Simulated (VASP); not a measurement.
# AlN (Imm2) in VASP: a series of runs, part 2 of 3

VASP 6.6.1. Earlier steps stand in the parts before.

## (3) Single point, PBE

Input file INCAR:

```
SYSTEM = AlN
ALGO = Normal
EDIFF = 1E-7
ENCUT = 520
GGA = PE
ISIF = 2
ISMEAR = 0
LASPH = .True.
LCHARG = .False.
LREAL = .False.
LWAVE = .False.
NBANDS = 11
NELM = 60
PREC = Accurate
SIGMA = 0.05
```

Input file KPOINTS:

```
k-points
0
Gamma
  10 10 10
  0 0 0
```

Input file POSCAR:

```
AlN
1.0
    0.0000000000      2.2562903708      2.2562903708
    2.2562903708      0.0000000000      2.2562903708
    2.2562903708      2.2562903708      0.0000000000
Al N
1 1
Direct
   -0.0068627833      0.0068627833      0.0068627833
    0.7632197081      0.7367802919      0.7367802919
```

Potentials or basis: VASP PAW PBE potentials, release 64 (Al, N).

Started as:

```bash
$ cat potpaw_PBE.64/Al/POTCAR potpaw_PBE.64/N/POTCAR > POTCAR
$ mpirun -np 1 vasp_std > vasp.out
```

OUTCAR:

```text
SYSTEM = AlN
   EDIFF = 1E-7
   ENCUT = 520
   GGA = PE
   ISIF = 2
   ISMEAR = 0
   LASPH = .True.
   LREAL = .False.
   NELM = 60
   PREC = Accurate

 ion  position               nearest neighbor table
   1  0.993  0.007  0.007-   2 1.90   2 1.90   2 2.01   2 2.01
   2  0.763  0.737  0.737-   1 1.90   1 1.90   1 2.01   1 2.01

  LATTYP: Found a face centered cubic cell.
 ALAT       =     4.5125807416

  Lattice vectors:

 A1 = (   0.0000000000,   2.2562903708,   2.2562903708)
 A2 = (   2.2562903708,   0.0000000000,   2.2562903708)
 A3 = (   2.2562903708,   2.2562903708,   0.0000000000)

Analysis of symmetry for initial positions (statically):
=====================================================================
 Subroutine PRICEL returns:
 Original cell was already a primitive cell.

 Routine SETGRP: Setting up the symmetry group for a
 face centered cubic supercell.

 Subroutine GETGRP returns: Found  4 space group operations
 (whereof  4 operations were pure point group operations)
 out of a pool of 48 trial point group operations.

The static configuration has the point symmetry C_2v.

Analysis of symmetry for dynamics (positions and initial velocities):
=====================================================================
 Subroutine PRICEL returns:
 Original cell was already a primitive cell.

 Routine SETGRP: Setting up the symmetry group for a
 face centered cubic supercell.

 Subroutine GETGRP returns: Found  4 space group operations
 (whereof  4 operations were pure point group operations)
 out of a pool of 48 trial point group operations.

The dynamic configuration has the point symmetry C_2v.

 Subroutine INISYM returns: Found  4 space group operations
 (whereof  4 operations are pure point group operations),
 and found     1 'primitive' translations

----------------------------------------------------------------------------------------

                                     Primitive cell

  volume of cell :      22.9729

  direct lattice vectors                    reciprocal lattice vectors
     0.000000000  2.256290371  2.256290371    -0.221602683  0.221602683  0.221602683
     2.256290371  0.000000000  2.256290371     0.221602683 -0.221602683  0.221602683
     2.256290371  2.256290371  0.000000000     0.221602683  0.221602683 -0.221602683

  length of vectors
     3.190876443  3.190876443  3.190876443     0.383827106  0.383827106  0.383827106

  position of ions in fractional coordinates (direct lattice)
     0.993137217  0.006862783  0.006862783
     0.763219708  0.736780292  0.736780292

  ion indices of the primitive-cell ions
   primitive index   ion index
                 1           1
                 2           2

----------------------------------------------------------------------------------------

 KPOINTS: k-points

Automatic generation of k-mesh.
 Grid dimensions read from file:
 generate k-points for:   10   10   10

 Generating k-lattice:

  Cartesian coordinates                     Fractional coordinates (reciprocal lattice)
    -0.022160268  0.022160268  0.022160268     0.100000000  0.000000000  0.000000000
     0.022160268 -0.022160268  0.022160268     0.000000000  0.100000000  0.000000000
     0.022160268  0.022160268 -0.022160268     0.000000000  0.000000000  0.100000000

  Length of vectors
     0.038382711  0.038382711  0.038382711

  Shift w.r.t. Gamma in fractional coordinates (k-lattice)
     0.000000000  0.000000000  0.000000000

 Subroutine IBZKPT returns following result:
 ===========================================

 Found    171 irreducible k-points:

 Following reciprocal coordinates:
            Coordinates               Weight
  0.000000  0.000000  0.000000      1.000000
  0.100000  0.000000  0.000000      4.000000
  0.000000  0.100000  0.000000      4.000000
  0.200000  0.000000  0.000000      4.000000
  0.000000  0.200000  0.000000      4.000000
  0.300000  0.000000  0.000000      4.000000
[... 16 lines left out ...]
  0.000000  0.400000  0.100000      4.000000
  0.100000  0.000000  0.400000      8.000000
 [... further k-points ...]
   k-points           NKPTS =    171   k-points in BZ     NKDIM =    171   number of bands    NBANDS=     11
   number of dos      NEDOS =    301   number of ions     NIONS =      2
   total plane-waves  NPLWV =  13824
   dimension x,y,z NGX =    24 NGY =   24 NGZ =   24
   dimension x,y,z NGXF=    48 NGYF=   48 NGZF=   48
   ions per type =               1   1
   NGX,Y,Z   is equivalent  to a cutoff of  12.50, 12.50, 12.50 a.u.
   NGXF,Y,Z  is equivalent  to a cutoff of  25.01, 25.01, 25.01 a.u.
 SYSTEM =  AlN
   PREC   = accura    normal or accurate (medium, high low for compatibility)
   ISTART =      0    job   : 0-new  1-cont  2-samecut
   ICHARG =      2    charge: 1-file 2-atom 10-const
   ISPIN  =      1    spin polarized calculation?
   LNONCOLLINEAR =      F non collinear calculations
   LSORBIT =      F    spin-orbit coupling
   LASPH  =      T    aspherical Exc in radial PAW
   ENCUT  =  520.0 eV  38.22 Ry    6.18 a.u.   5.93  5.93  5.93*2*pi/ulx,y,z
   NELM   =     60;   NELMIN=  2; NELMDL= -5     # of ELM steps
   EDIFF  = 0.1E-06   stopping-criterion for ELM
   LREAL  =      F    real-space projection
   EDIFFG = 0.1E-05   stopping-criterion for IOM
   NSW    =      0    number of steps for IOM
   IBRION =     -1    ionic relax: 0-MD 1-quasi-New 2-CG
   NFREE  =      0    steps in history (QN), initial steepest desc. (CG)
   ISIF   =      2    stress and relaxation
   ISYM   =      2    0-nonsym 1-usesym 2-fastsym
   POTIM  = 0.5000    time-step for ionic-motion
   TEBEG  =    0.0;   TEEND  =   0.0 temperature during run
   PSTRESS=    0.0 pullay stress
   NELECT =       8.0000    total number of electrons
   NUPDOWN=      -1.0000    fix difference up-down
   EMIN   =  10.00;   EMAX   =-10.00  energy-range for DOS
   EFERMI =   0.00;   METHOD = LEGACY
   ISMEAR =     0;   SIGMA  =   0.05  broadening in eV -4-tet -1-fermi 0-gaus
   EFERMI_NEDOS =   21; number of points for ismear=-14 and -15
   IALGO  =     38    algorithm
   IMIX   =      4    mixing-type and parameters
     AMIX     =   0.40;   BMIX     =  1.00
     AMIX_MAG =   1.60;   BMIX_MAG =  1.00
  volume/ion in A,a.u.               =      11.49        77.51
  Fermi-wavevector in a.u.,A,eV,Ry     =   1.151772  2.176533 18.049199  1.326579
  Thomas-Fermi vector in A             =   2.288427
   LORBIT       =      0    0 simple, 1 ext, 2 COOP (PROOUT), +10 PAW based schemes
   GGA     = PE    functional components
   LHFCALC =     F    Hartree Fock is set to
   AEXX    =    0.0000 exact exchange contribution
   IVDW    =     0    specifies the selected vdW correction
   LEPSILON=     F    determine dielectric tensor
   LRPA    =     F    only Hartree local field effects (RPA)
 non-spin polarized calculation
 Gauss-broadening in eV      SIGMA  =   0.05
  energy-cutoff  :      520.00
  volume of cell :       22.97
 maximum number of plane-waves:       636
   NGX = 11   NGY = 11   NGZ = 11

 number of electron       8.0000000 magnetization

 Free energy of the ion-electron system (eV)
  ---------------------------------------------------
  ext. energy  EPLUGINS =         0.00000000
  ---------------------------------------------------
  free energy    TOTEN  =       -14.73415497 eV

  energy without entropy =      -14.73415497  energy(sigma->0) =      -14.73415497

 E-fermi :   5.5925     XC(G=0): -10.5141

 val. band max:        5.3029880431   @ k =   0.0000   0.0000   0.0000
 cond. band min:       8.3356887332   @ k =   0.5000   0.5000   0.0000
 fundamental gap:      3.0327006901
 Fermi energy:         5.5925286897

 k-point     1 :       0.0000    0.0000    0.0000
  band No.  band energies     occupation
      1      -9.3567      2.00000
      2       4.8416      2.00000
      3       5.0888      2.00000
      4       5.3030      2.00000
      5       8.4280      0.00000
      6      16.6670      0.00000
      7      16.7128      0.00000
      8      16.7590      0.00000
      9      21.9376      0.00000
     10      21.9943      0.00000
     11      22.8782      0.00000
[... 309 lines left out ...]
 k-point    24 :       0.1000    0.0000    0.4000
  band No.  band energies     occupation
      1      -7.8793      2.00000
      2       0.4029      2.00000
      3       4.3749      2.00000
      4       4.5930      2.00000
      5      11.6049      0.00000
      6      13.9627      0.00000
      7      15.9021      0.00000
      8      16.5635      0.00000
      9      20.4178      0.00000
     10      22.9254      0.00000
     11      23.3078      0.00000

 [... further k-points ...]

------------------------ aborting loop because EDIFF is reached ----------------------------------------

  FORCE on cell =-STRESS in cart. coord.  units (eV):
  Direction    XX          YY          ZZ          XY          YZ          ZX
  --------------------------------------------------------------------------------------
  -------------------------------------------------------------------------------------
  Total       -1.7826909     -1.6455274     -1.6455274      0.0000000     -0.4163161      0.0000000
  in kB     -124.3287801   -114.7626967   -114.7626967      0.0000000    -29.0347988      0.0000000
  external PRESSURE =    -117.9513911 kB  Pullay stress =       0.0000000 kB

 VOLUME and BASIS-vectors are now :
 -----------------------------------------------------------------------------
  energy-cutoff  :      520.00
  volume of cell :       22.97
      direct lattice vectors                 reciprocal lattice vectors
     0.000000000  2.256290371  2.256290371    -0.221602683  0.221602683  0.221602683
     2.256290371  0.000000000  2.256290371     0.221602683 -0.221602683  0.221602683
     2.256290371  2.256290371  0.000000000     0.221602683  0.221602683 -0.221602683

 POSITION                                       TOTAL-FORCE (eV/Angst)
 -----------------------------------------------------------------------------------
      0.03097      2.25629      2.25629        -0.988536     -0.000000     -0.000000
      3.32478      3.38444      3.38444         0.988536      0.000000      0.000000
 -----------------------------------------------------------------------------------
    total drift:                                0.000116      0.000000      0.000000

  FREE ENERGIE OF THE ION-ELECTRON SYSTEM (eV)
  ---------------------------------------------------
  free  energy   TOTEN  =       -14.7341549720 eV

  energy  without entropy=      -14.7341549720  energy(sigma->0) =      -14.73415497
```

It took 78 s on 1 thread of AMD EPYC 7R43 (Zen 3), shared host; peak memory 0.12 GiB.

Results:

* Free energy: -14.7342 eV
* Pressure: -11.8 GPa
* Largest force: 0.989 eV/Å
* Band gap on the k mesh: 3.03 eV, indirect (least direct gap 3.12 eV)

Forces in eV/Å, atoms in the order of the input:
```
Al  -0.989  0.000  0.000
N    0.989  0.000  0.000
```

Levels at points of the mesh, in eV from the valence-band top:
```tsv
k point	band 1	band 2	band 3	band 4	band 5	band 6	band 7	band 8	band 9
(0.00, 0.00, 0.00)	-14.66	-0.46	-0.21	0.00	3.13	11.36	11.41	11.46	16.63
(0.50, 0.00, 0.00)	-12.91	-5.59	-0.91	-0.60	6.29	9.01	10.16	10.42	16.44
(0.00, 0.50, 0.00)	-12.88	-5.76	-0.75	-0.49	6.25	8.91	10.22	10.52	16.51
(0.50, 0.50, 0.00)	-12.34	-4.85	-1.88	-1.87	3.03	7.75	12.45	14.34	14.37
(0.00, 0.50, 0.50)	-12.34	-4.83	-2.06	-1.73	3.05	7.80	12.45	14.32	14.33
```

[end of part 2 of 3]
